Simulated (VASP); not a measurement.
# K: single point with PBEsol

Crystal: K.

```
K
1.0
     6.17781    0.00000    0.00000
     0.00000    6.17781    0.00000
     0.00000    0.00000   11.25644
K
5
Direct
  0.00000 0.00000 0.00000
  0.50000 0.00000 0.30797
  0.00000 0.50000 0.30797
  0.00000 0.50000 0.69203
  0.50000 0.00000 0.69203
```

- Program: VASP 6.6.1
- Task: single point
- Functional: PBEsol
- Potentials or basis: VASP PAW PBE potentials, release 64 (K_sv)
- Cutoff: 520 eV
- k mesh: 4 × 4 × 2
- Occupations: fermi-dirac, width 0.2 eV
- Spin: no spin polarisation
- Dipole correction: no
- Further INCAR settings: ALGO = Normal; EDIFF = 1e-06; NBANDS = 30

The pressure is -0.1 GPa. The band gap on the k mesh is zero (an odd number of electrons rules out a gap without spin polarisation).

Stress tensor (GPa, compression positive):
```
-0.17  0.00  0.00
 0.00 -0.17  0.00
 0.00  0.00 -0.04
```

Levels at points of the mesh, in eV from the Fermi level:
```
           k point  band 18  band 19  band 20  band 21  band 22  band 23  band 24  band 25  band 26  band 27
(0.00, 0.00, 0.00)   -15.67   -15.67   -15.67    -1.95    -0.83    -0.45     1.20     1.84     1.86     2.12
(0.50, 0.00, 0.00)   -15.69   -15.69   -15.67    -0.97    -0.77     0.14     0.29     0.34     0.53     2.09
(0.50, 0.50, 0.00)   -15.67   -15.67   -15.66     0.02     0.06     0.06     0.32     0.95     0.96     1.10
(0.00, 0.00, 0.50)   -15.68   -15.67   -15.67    -1.70    -1.53     0.73     0.81     1.37     1.63     2.06
(0.50, 0.00, 0.50)   -15.69   -15.68   -15.67    -0.66    -0.66    -0.61    -0.29     1.38     1.46     1.60
(0.50, 0.50, 0.50)   -15.67   -15.67   -15.66     0.19     0.25     0.25     0.34     0.43     0.52     0.52
```

It took 3.3 min on 1 thread of AMD EPYC 7R43 64-Core Processor (Zen 3), on a shared host, peak memory 0.46 GiB.

Caveat: the PAW data sets were made with another functional, which shifts forces and pressure a little.
